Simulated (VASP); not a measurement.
Write the native input for VASP 6.6.1 that does the following.

```
Task                    : density of states
Functional              : PBEsol
Potentials or basis     : VASP PAW PBE potentials, release 64 (Pt, S)
Cutoff                  : 520 eV
k mesh                  : 9 × 9 × 5
Occupations             : fermi-dirac, width 0.05 eV
Spin                    : no spin polarisation
Hubbard terms           : Pt d U = 8.0 eV
Dipole correction       : no
k mesh for the DOS      : 14 × 14 × 8
Occupations for the DOS : tetrahedron
Further INCAR settings  : ALGO = Normal; EDIFF = 1e-06
```

Crystal: PtS2.

```xyz
3
Lattice="3.5432 0.0000 0.0000 -1.7716 3.0685 0.0000 0.0000 0.0000 5.0388" Properties=species:S:1:pos:R:3 pbc="T T T"
Pt    0.0000    0.0000    0.0000
S     1.7716    1.0228    3.8950
S     0.0000    2.0457    1.1438
```

These files were run (other wordings do the same):

POSCAR

```
PtS2
1.0
    3.5432000000      0.0000000000      0.0000000000
   -1.7716000000      3.0685012107      0.0000000000
    0.0000000000      0.0000000000      5.0388000000
Pt S
1 2
Direct
    0.0000000000      0.0000000000      0.0000000000
    0.6666666667      0.3333333333      0.7730000000
    0.3333333333      0.6666666667      0.2270000000
```

INCAR.step1

```
SYSTEM = PtS2
PREC = Accurate
ENCUT = 520
EDIFF = 1E-6
ISMEAR = -1
SIGMA = 0.05
LREAL = .FALSE.
LASPH = .TRUE.
NELM = 150
ALGO = Normal
ISIF = 2
LWAVE = .FALSE.
LCHARG = .TRUE.
LMAXMIX = 4
LDAU = .TRUE.
LDAUTYPE = 2
LDAUL = 2 -1
LDAUU = 8 0
LDAUJ = 0 0
LDAUPRINT = 1
GGA = PS
NBANDS = 18
```

KPOINTS.step1

```
Automatic mesh
0
G
  9 9 5
  0 0 0
```

INCAR.step2

```
SYSTEM = PtS2
PREC = Accurate
ENCUT = 520
EDIFF = 1E-6
ISMEAR = -5
SIGMA = 0.05
LREAL = .FALSE.
LASPH = .TRUE.
NELM = 150
ALGO = Normal
ISIF = 2
LWAVE = .FALSE.
LCHARG = .FALSE.
LMAXMIX = 4
LDAU = .TRUE.
LDAUTYPE = 2
LDAUL = 2 -1
LDAUU = 8 0
LDAUJ = 0 0
LDAUPRINT = 1
GGA = PS
LORBIT = 11
NEDOS = 1001
ICHARG = 11
```

KPOINTS.step2

```
Automatic mesh
0
G
  14 14 8
  0 0 0
```

Potentials or basis: VASP PAW PBE potentials, release 64 (Pt, S).

The run is started by

```console
$ cat potpaw_PBE.64/Pt/POTCAR potpaw_PBE.64/S/POTCAR > POTCAR
$ cp INCAR.step1 INCAR
$ cp KPOINTS.step1 KPOINTS
$ mpirun -np 1 vasp_std > vasp.out
$ cp INCAR.step2 INCAR
$ cp KPOINTS.step2 KPOINTS
$ mpirun -np 1 vasp_std > vasp.out
```

It gave:

```
Valence electrons inside the program's atomic spheres : Pt 10.27; S 3.61
```

Caveat: spin-orbit coupling is left out, which moves the levels of the heavy elements.

Wall time 2.4 min on 1 thread of Intel(R) Xeon(R) Platinum 8375C CPU @ 2.90GHz (Ice Lake), on a shared host, peak memory 0.27 GiB.
